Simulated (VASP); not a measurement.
# Re (P6/mmm) in VASP: single point with LDA

Aim: the single point of Re with LDA.

Everything below comes from runs of VASP 6.6.1. Logs are shortened: lines on timing, memory, paths and dates and some standing lists are left out, and cuts for length are marked.

## (1) The cell of the first run

Symmetry: P6/mmm, No. 191, hexagonal system. The conventional cell has a = 4.026 Å, b = 4.026 Å, c = 2.486 Å, α = 90.00°, β = 90.00°, γ = 120.00°. Within 3.3 Å of Re (site symmetry 6/mmm) lie 14 Re at 2.49 to 2.64 Å. Within 3.1 Å of Re (site symmetry -6m2) lie 11 Re at 2.32 to 2.64 Å.

This isn't the form of Re at room conditions, which is hcp.

## (2) Single point, LDA

The input, INCAR:

```
PREC = Accurate
ENCUT = 560
EDIFF = 1E-6
ISMEAR = -1
SIGMA = 0.08
LREAL = False
LASPH = True
NELM = 120
ALGO = Normal
ISIF = 2
LWAVE = False
LCHARG = True
GGA = CA
LELF = True
LVHAR = True
NBANDS = 30
GGA_COMPAT = False
```

The input, KPOINTS:

```
regular mesh
0
Gamma
  9 9 13
```

The input, POSCAR:

```
Re
1.0
    4.0260197816      0.0000000000      0.0000000000
   -2.0130098908      3.4866354071      0.0000000000
    0.0000000000      0.0000000000      2.4856410992
Re
3
Direct
    0.0000000000      0.0000000000      0.0000000000
    0.3333333333      0.6666666667      0.5000000000
    0.6666666667      0.3333333333      0.5000000000
```

Potentials or basis: VASP PAW LDA potentials, release 64 (Re_sv_GW).

Launch:

```sh
$ cat potpaw_LDA.64/Re_sv_GW/POTCAR > POTCAR
$ mpirun -np 1 vasp_std > vasp.out
```

OUTCAR:

```text
PREC = Accurate
   ENCUT = 560
   EDIFF = 1E-6
   ISMEAR = -1
   LREAL = False
   LASPH = True
   NELM = 120
   ISIF = 2
   GGA = CA

 ion  position               nearest neighbor table
   1  0.000  0.000  0.000-   2 2.64   3 2.64   2 2.64   3 2.64   3 2.64   3 2.64   2 2.64   2 2.64
                             3 2.64   3 2.64   2 2.64   2 2.64
   2  0.333  0.667  0.500-   3 2.32   3 2.32   3 2.32   1 2.64   1 2.64   1 2.64   1 2.64   1 2.64
                             1 2.64
   3  0.667  0.333  0.500-   2 2.32   2 2.32   2 2.32   1 2.64   1 2.64   1 2.64   1 2.64   1 2.64
                             1 2.64

  LATTYP: Found a hexagonal cell.
 ALAT       =     4.0260197816
 C/A-ratio  =     0.6173941595

  Lattice vectors:

 A1 = (   4.0260197816,   0.0000000000,   0.0000000000)
 A2 = (  -2.0130098908,   3.4866354071,   0.0000000000)
 A3 = (   0.0000000000,   0.0000000000,   2.4856410992)

Analysis of symmetry for initial positions (statically):
=====================================================================
 Subroutine PRICEL returns:
 Original cell was already a primitive cell.

 Routine SETGRP: Setting up the symmetry group for a
 hexagonal supercell.

 Subroutine GETGRP returns: Found 24 space group operations
 (whereof 24 operations were pure point group operations)
 out of a pool of 24 trial point group operations.

The static configuration has the point symmetry D_6h.

Analysis of symmetry for dynamics (positions and initial velocities):
=====================================================================
 Subroutine PRICEL returns:
 Original cell was already a primitive cell.

 Routine SETGRP: Setting up the symmetry group for a
 hexagonal supercell.

 Subroutine GETGRP returns: Found 24 space group operations
 (whereof 24 operations were pure point group operations)
 out of a pool of 24 trial point group operations.

The dynamic configuration has the point symmetry D_6h.

 Subroutine INISYM returns: Found 24 space group operations
 (whereof 24 operations are pure point group operations),
 and found     1 'primitive' translations

----------------------------------------------------------------------------------------

                                     Primitive cell

  volume of cell :      34.8916

  direct lattice vectors                    reciprocal lattice vectors
     4.026019782  0.000000000  0.000000000     0.248384274  0.143404727  0.000000000
    -2.013009891  3.486635407  0.000000000     0.000000000  0.286809455  0.000000000
     0.000000000  0.000000000  2.485641099     0.000000000  0.000000000  0.402310696

  length of vectors
     4.026019782  4.026019782  2.485641099     0.286809455  0.286809455  0.402310696

  position of ions in fractional coordinates (direct lattice)
     0.000000000  0.000000000  0.000000000
     0.333333333  0.666666667  0.500000000
     0.666666667  0.333333333  0.500000000

  ion indices of the primitive-cell ions
   primitive index   ion index
                 1           1
                 2           2
                 3           3

----------------------------------------------------------------------------------------

 KPOINTS: regular mesh

Automatic generation of k-mesh.
 Grid dimensions read from file:
 generate k-points for:    9    9   13

 Generating k-lattice:

  Cartesian coordinates                     Fractional coordinates (reciprocal lattice)
     0.027598253  0.015933859  0.000000000     0.111111111  0.000000000  0.000000000
     0.000000000  0.031867717  0.000000000     0.000000000  0.111111111  0.000000000
     0.000000000  0.000000000  0.030946977     0.000000000  0.000000000  0.076923077

  Length of vectors
     0.031867717  0.031867717  0.030946977

  Shift w.r.t. Gamma in fractional coordinates (k-lattice)
     0.000000000  0.000000000  0.000000000

 Subroutine IBZKPT returns following result:
 ===========================================

 Found     84 irreducible k-points:

 Following reciprocal coordinates:
            Coordinates               Weight
  0.000000  0.000000  0.000000      1.000000
  0.111111  0.000000  0.000000      6.000000
  0.222222 -0.000000  0.000000      6.000000
  0.333333  0.000000  0.000000      6.000000
  0.444444 -0.000000  0.000000      6.000000
  0.111111  0.111111  0.000000      6.000000
[... 16 lines left out ...]
  0.333333  0.222222  0.076923     24.000000
  0.333333  0.333333  0.076923      4.000000
 [... further k-points ...]
   k-points           NKPTS =     84   k-points in BZ     NKDIM =     84   number of bands    NBANDS=     30
   number of dos      NEDOS =    301   number of ions     NIONS =      3
   total plane-waves  NPLWV =  20480
   dimension x,y,z NGX =    32 NGY =   32 NGZ =   20
   dimension x,y,z NGXF=    64 NGYF=   64 NGZF=   40
   ions per type =               3
   NGX,Y,Z   is equivalent  to a cutoff of  13.21, 13.21, 13.38 a.u.
   NGXF,Y,Z  is equivalent  to a cutoff of  26.43, 26.43, 26.75 a.u.
 SYSTEM =  unknown system
   PREC   = accura    normal or accurate (medium, high low for compatibility)
   ISTART =      0    job   : 0-new  1-cont  2-samecut
   ICHARG =      2    charge: 1-file 2-atom 10-const
   ISPIN  =      1    spin polarized calculation?
   LNONCOLLINEAR =      F non collinear calculations
   LSORBIT =      F    spin-orbit coupling
   LASPH  =      T    aspherical Exc in radial PAW
   ENCUT  =  560.0 eV  41.16 Ry    6.42 a.u.   7.77  7.77  4.80*2*pi/ulx,y,z
   NELM   =    120;   NELMIN=  2; NELMDL= -5     # of ELM steps
   EDIFF  = 0.1E-05   stopping-criterion for ELM
   LREAL  =      F    real-space projection
[... 7 lines left out ...]
   TEBEG  =    0.0;   TEEND  =   0.0 temperature during run
   PSTRESS=    0.0 pullay stress
   NELECT =      45.0000    total number of electrons
   NUPDOWN=      -1.0000    fix difference up-down
   EMIN   =  10.00;   EMAX   =-10.00  energy-range for DOS
   EFERMI =   0.00;   METHOD = LEGACY
   ISMEAR =    -1;   SIGMA  =   0.08  broadening in eV -4-tet -1-fermi 0-gaus
   EFERMI_NEDOS =   21; number of points for ismear=-14 and -15
   IALGO  =     38    algorithm
   IMIX   =      4    mixing-type and parameters
     AMIX     =   0.40;   BMIX     =  1.00
     AMIX_MAG =   1.60;   BMIX_MAG =  1.00
  volume/ion in A,a.u.               =      11.63        78.49
  Fermi-wavevector in a.u.,A,eV,Ry     =   1.781990  3.367474 43.205166  3.175490
  Thomas-Fermi vector in A             =   2.846470
   LORBIT       =      0    0 simple, 1 ext, 2 COOP (PROOUT), +10 PAW based schemes
   GGA     = CA    functional components
   LHFCALC =     F    Hartree Fock is set to
   AEXX    =    0.0000 exact exchange contribution
   IVDW    =     0    specifies the selected vdW correction
   LEPSILON=     F    determine dielectric tensor
   LRPA    =     F    only Hartree local field effects (RPA)
 non-spin polarized calculation
  energy-cutoff  :      560.00
  volume of cell :       34.89
 maximum number of plane-waves:      1072
 NGX is ok and might be reduce to    32
   NGX = 15   NGY = 15   NGZ =  9

 number of electron      45.0000003 magnetization

 Free energy of the ion-electron system (eV)
  ---------------------------------------------------
  ext. energy  EPLUGINS =         0.00000000
  ---------------------------------------------------
  free energy    TOTEN  =       -42.34036091 eV

  energy without entropy =      -42.30652911  energy(sigma->0) =      -42.32344501

 E-fermi :  17.3833     XC(G=0): -15.8494

 val. band max:       17.3826965772   @ k =   0.1111   0.1111   0.2308
 cond. band min:      17.3983827821   @ k =   0.2222  -0.0000   0.2308
 fundamental gap:      0.0156862049
 Fermi energy:        17.3833091274

 k-point     1 :       0.0000    0.0000    0.0000
  band No.  band energies     occupation
      1     -62.2511      2.00000
      2     -61.8506      2.00000
      3     -61.7146      2.00000
      4     -25.3829      2.00000
      5     -25.3829      2.00000
      6     -24.6817      2.00000
[... 22 lines left out ...]
     29      28.3957      0.00000
     30      29.8014      0.00000

 k-point     2 :       0.1111    0.0000    0.0000
  band No.  band energies     occupation
      1     -62.2350      2.00000
      2     -61.8545      2.00000
      3     -61.7271      2.00000
      4     -25.4885      2.00000
      5     -25.4254      2.00000
      6     -24.5502      2.00000
[... 22 lines left out ...]
     29      28.5074      0.00000
     30      29.2008      0.00000

 k-point     3 :       0.2222   -0.0000    0.0000
  band No.  band energies     occupation
      1     -62.1897      2.00000
      2     -61.8669      2.00000
      3     -61.7626      2.00000
      4     -25.6750      2.00000
      5     -25.4282      2.00000
      6     -24.2922      2.00000
[... 22 lines left out ...]
     29      26.7084      0.00000
     30      27.2265      0.00000

 k-point     4 :       0.3333    0.0000    0.0000
  band No.  band energies     occupation
      1     -62.1218      2.00000
      2     -61.8918      2.00000
      3     -61.8086      2.00000
      4     -25.8288      2.00000
      5     -25.2885      2.00000
      6     -24.0494      2.00000
[... 22 lines left out ...]
     29      24.2714      0.00000
     30      25.3311      0.00000

 k-point     5 :       0.4444   -0.0000    0.0000
  band No.  band energies     occupation
      1     -62.0475      2.00000
      2     -61.9403      2.00000
      3     -61.8363      2.00000
      4     -25.9118      2.00000
      5     -25.0235      2.00000
      6     -24.4260      2.00000
[... 22 lines left out ...]
     29      22.0590      0.00000
     30      23.8669      0.00000
[... 526 lines left out ...]
     29      22.7400      0.00000
     30      23.5064      0.00000

 k-point    22 :       0.2222    0.2222    0.0769
  band No.  band energies     occupation
      1     -62.0750      2.00000
      2     -61.8864      2.00000
      3     -61.8371      2.00000
      4     -25.7022      2.00000
      5     -25.3505      2.00000
      6     -24.2670      2.00000
[... 22 lines left out ...]
     29      23.4589      0.00000
     30      24.6596      0.00000

 k-point    23 :       0.3333    0.2222    0.0769
  band No.  band energies     occupation
      1     -62.0047      2.00000
      2     -61.9188      2.00000
      3     -61.8767      2.00000
      4     -25.7059      2.00000
      5     -25.1496      2.00000
      6     -24.6622      2.00000
[... 22 lines left out ...]
     29      22.5027      0.00000
     30      23.3848      0.00000

 k-point    24 :       0.3333    0.3333    0.0769
  band No.  band energies     occupation
      1     -61.9425      2.00000
      2     -61.9425      2.00000
      3     -61.9160      2.00000
      4     -25.6359      2.00000
      5     -24.9842      2.00000
      6     -24.9842      2.00000
[... 22 lines left out ...]
     29      22.3960      0.00000
     30      22.8522      0.00000

 [... further k-points ...]

------------------------ aborting loop because EDIFF is reached ----------------------------------------

  FORCE on cell =-STRESS in cart. coord.  units (eV):
  Direction    XX          YY          ZZ          XY          YZ          ZX
  --------------------------------------------------------------------------------------
  -------------------------------------------------------------------------------------
  Total       30.7971313     30.7971313     30.7421064      0.0000000     -0.0000000      0.0000000
  in kB     1414.1646754   1414.1646755   1411.6380061      0.0000000     -0.0000000      0.0000000
  external PRESSURE =    1413.3224523 kB  Pullay stress =       0.0000000 kB

 VOLUME and BASIS-vectors are now :
 -----------------------------------------------------------------------------
  energy-cutoff  :      560.00
  volume of cell :       34.89
      direct lattice vectors                 reciprocal lattice vectors
     4.026019782  0.000000000  0.000000000     0.248384274  0.143404727  0.000000000
    -2.013009891  3.486635407  0.000000000     0.000000000  0.286809455  0.000000000
     0.000000000  0.000000000  2.485641099     0.000000000  0.000000000  0.402310696

 POSITION                                       TOTAL-FORCE (eV/Angst)
 -----------------------------------------------------------------------------------
      0.00000      0.00000      0.00000         0.000000      0.000000      0.000000
     -0.00000      2.32442      1.24282         0.000000     -0.000000      0.000000
      2.01301      1.16221      1.24282        -0.000000      0.000000      0.000000
 -----------------------------------------------------------------------------------
    total drift:                               -0.000000      0.000000      0.000000

  FREE ENERGIE OF THE ION-ELECTRON SYSTEM (eV)
  ---------------------------------------------------
  free  energy   TOTEN  =       -42.3403609066 eV

  energy  without entropy=      -42.3065291075  energy(sigma->0) =      -42.32344501
```

It took 36 s on 1 thread of Intel Xeon Platinum 8488C (Sapphire Rapids), shared host; peak memory 0.2 GiB.

Results:

| Quantity | Value |
| --- | --- |
| Free energy | -42.3404 eV |
| Pressure | 141.3 GPa |
| Band gap on the k mesh | zero (an odd number of electrons rules out a gap without spin polarisation) |

Stress tensor (GPa, compression positive):
```
141.42   0.00   0.00
  0.00 141.42   0.00
  0.00   0.00 141.16
```

Levels at points of the mesh, in eV from the Fermi level:
```tsv
k point	band 19	band 20	band 21	band 22	band 23	band 24	band 25	band 26	band 27	band 28
(0.00, 0.00, 0.00)	-3.55	-2.97	-1.42	-1.42	-0.12	-0.12	-0.02	-0.02	6.17	6.17
```

Caveat: the cell stands under pressure; spin-orbit coupling is left out, which moves the levels of the heavy elements.
